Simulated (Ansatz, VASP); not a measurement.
## One calculation of LaNbF2, two programs

```
La Nb F
1.0
     3.73376    0.00000    0.00000
     0.00000    3.73376    0.00000
     0.00000    0.00000    9.41475
La Nb F
2 2 4
Direct
  0.00000 0.50000 0.81407
  0.50000 0.00000 0.18593
  0.50000 0.00000 0.54906
  0.00000 0.50000 0.45094
  0.00000 0.00000 0.00000
  0.50000 0.50000 0.00000
  0.00000 0.50000 0.21293
  0.50000 0.00000 0.78707
```

Change from the starting cell: the structure that the rattled cell fell into.

Alike in both runs: functional PBE; k mesh 8 × 8 × 4; occupations gaussian, width 0.1 eV; no spin polarisation.

Ansatz relaxed the structure, and its values are those at the end. VASP's run is a single point on that final structure, the one shown.

```csv
,VASP,Ansatz
version,VASP 6.6.1,Ansatz 0.2.0
potentials or method,"VASP PAW PBE potentials, release 64 (La, Nb_sv, F), cutoff 520 eV","scalar-relativistic, plane waves, PAW"
valence electrons in the cell,76,76
```

|  | VASP | Ansatz | Ansatz less VASP |
| --- | --- | --- | --- |
| gap on the k mesh at the Fermi level (eV) | none | none | - |
| pressure (GPa) | -0.3 | 0.0 | +0.34 |
| rms of the force components (eV/Å) | 0.006 | 0.002 | -0.0038 |

A gap of «none» marks a metal or a gap that the smearing closes. The functional is the same, so the differences come from potentials, cutoffs and numerics.

Neither program's run includes spin-orbit coupling.
